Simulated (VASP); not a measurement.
Write the native input for VASP 6.6.1 that does the following.

```
Task                   : single point
Functional             : LDA
Potentials or basis    : VASP PAW LDA potentials, release 64 (Re)
Cutoff                 : 600 eV
k mesh                 : 10 × 10 × 10
Occupations            : fermi-dirac, width 0.05 eV
Spin                   : no spin polarisation
Dipole correction      : no
Further INCAR settings : ALGO = Normal; EDIFF = 1e-06; NBANDS = 10
```

The structure of Re lies in POSCAR:

```
Re
1.0
    0.0000000000      1.9750000000      1.9750000000
    1.9750000000      0.0000000000      1.9750000000
    1.9750000000      1.9750000000      0.0000000000
Re
1
Direct
    0.0000000000      0.0000000000      0.0000000000
```

These files were run (other wordings do the same):

INCAR

```
PREC = Accurate
ENCUT = 600
EDIFF = 1E-6
ISMEAR = -1
SIGMA = 0.05
LREAL = F
LASPH = T
NELM = 120
ALGO = Normal
ISIF = 2
LWAVE = F
LCHARG = F
NBANDS = 10
GGA_COMPAT = F
```

KPOINTS

```
regular mesh
0
Gamma
  10 10 10
```

Potentials or basis: VASP PAW LDA potentials, release 64 (Re).

Launch:

```sh
$ cat potpaw_LDA.64/Re/POTCAR > POTCAR
$ mpirun -np 1 vasp_std > vasp.out
```

Results of the run:

```json
{
  "Pressure": "-23.1 GPa"
}
```

Run time: 5.4 s on 1 thread of AMD EPYC 9R45 96-Core Processor (Zen 5), with other jobs on the host, peak memory 0.1 GiB.
